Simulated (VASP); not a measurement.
Here is a VASP 6.6.1 calculation.

INCAR

```
PREC = Accurate
ENCUT = 520
EDIFF = 1E-6
ISMEAR = 0
SIGMA = 0.05
LREAL = False
LASPH = True
NELM = 150
ALGO = Normal
ISIF = 2
LWAVE = False
LCHARG = False
LMAXMIX = 4
LDAU = True
LDAUTYPE = 2
LDAUL = 2 -1
LDAUU = 4 0
LDAUJ = 0 0
LDAUPRINT = 1
GGA = PE
NBANDS = 35
```

The input KPOINTS:

```
Automatic mesh
0
Gamma
  7 7 2
```

POSCAR

```
MoS2
1.0
    3.1610015200      0.0000000000      0.0000000000
   -1.5805007600      2.7375076200      0.0000000000
    0.0000000000      0.0000000000     12.2949997000
Mo S
2 4
Direct
    0.3333333333      0.6666666667      0.2500000000
    0.6666666667      0.3333333333      0.7500000000
    0.3333333333      0.6666666667      0.6275000000
    0.6666666667      0.3333333333      0.1275000000
    0.3333333333      0.6666666667      0.8725000000
    0.6666666667      0.3333333333      0.3725000000
```

Potentials or basis: VASP PAW PBE potentials, release 64 (Mo_sv, S).

Launch:

```bash
$ cat potpaw_PBE.64/Mo_sv/POTCAR potpaw_PBE.64/S/POTCAR > POTCAR
$ mpirun -np 1 vasp_std > vasp.out
```

What does it give for the band gap on the k mesh?

0.99 eV (least direct gap 2.04 eV).

Estimate the pressure.

11.2 GPa.

Estimate the largest force.

1.479 eV/Å.

Forces in eV/Å, atoms in the order of the input:
```
Mo   0.000  0.000  0.000
Mo   0.000  0.000  0.000
S    0.000  0.000 -1.479
S    0.000  0.000 -1.479
S    0.000  0.000  1.479
S    0.000  0.000  1.479
```

Caveat: the stress differs along the axes, from 9 to 16 GPa; this functional lacks dispersion, which binds layers or chains, so the pressure and a relaxed spacing across them are unreliable; forces of over 1 eV/Å act on the atoms, so gaps and moduli don't describe the material at rest. A k mesh can miss the band edges.
